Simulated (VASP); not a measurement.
Input of a VASP 6.6.1 run:

File POSCAR:

```
Au
1.0
    3.0294384242      0.0000000000      0.0000000000
   -1.5147192121      2.6235706346      0.0000000000
    0.0000000000      0.0000000000      9.7705368470
Au
4
Direct
    0.0000000000      0.0000000000      0.0000000000
    0.0000000000      0.0000000000      0.5000000000
    0.3333333333      0.6666666667      0.7500000000
    0.6666666667      0.3333333333      0.2500000000
```

The input INCAR.step1:

```
  ALGO = Normal
  EDIFF = 1E-4
  ENCUT = 600
  GGA = PE
  ISMEAR = 0
  LASPH = T
  LCHARG = F
  LREAL = F
  LWAVE = T
  NELM = 80
  PREC = Accurate
  SIGMA = 0.1
```

Contents of INCAR.step2:

```
  ALGO = Normal
  EDIFF = 1E-6
  EDIFFG = -0.04
  ENCUT = 600
  IBRION = 2
  ISIF = 3
  ISMEAR = 0
  ISTART = 1
  LASPH = T
  LCHARG = F
  LMIXTAU = T
  LREAL = F
  LWAVE = F
  METAGGA = R2SCAN
  NELM = 80
  NSW = 90
  PREC = Accurate
  SIGMA = 0.1
```

The input KPOINTS:

```
k-points
0
Gamma
  6 6 2
```

Potentials or basis: VASP PAW PBE potentials, release 64 (Au).

Launch:

```console
$ cat potpaw_PBE.64/Au/POTCAR > POTCAR
$ cp INCAR.step1 INCAR
$ mpirun -np 1 vasp_std > vasp.out
$ cp INCAR.step2 INCAR
$ mpirun -np 1 vasp_std > vasp.out
```

(1) Predict the space group after relaxing (to 0.05 Å).

(2) Predict the relaxed volume.

(3) What does it give for the relaxed cell?

Results:

(1) P6_3/mmc (No. 194).

(2) 17.67 Å³/atom.

(3) a = 2.956 Å, b = 2.956 Å, c = 9.340 Å, α = 90.00°, β = 90.00°, γ = 120.00°.

Caveat: the k points lie up to 0.41 Å⁻¹ apart in the final cell; the PAW data sets were made with another functional, which shifts forces and pressure a little.
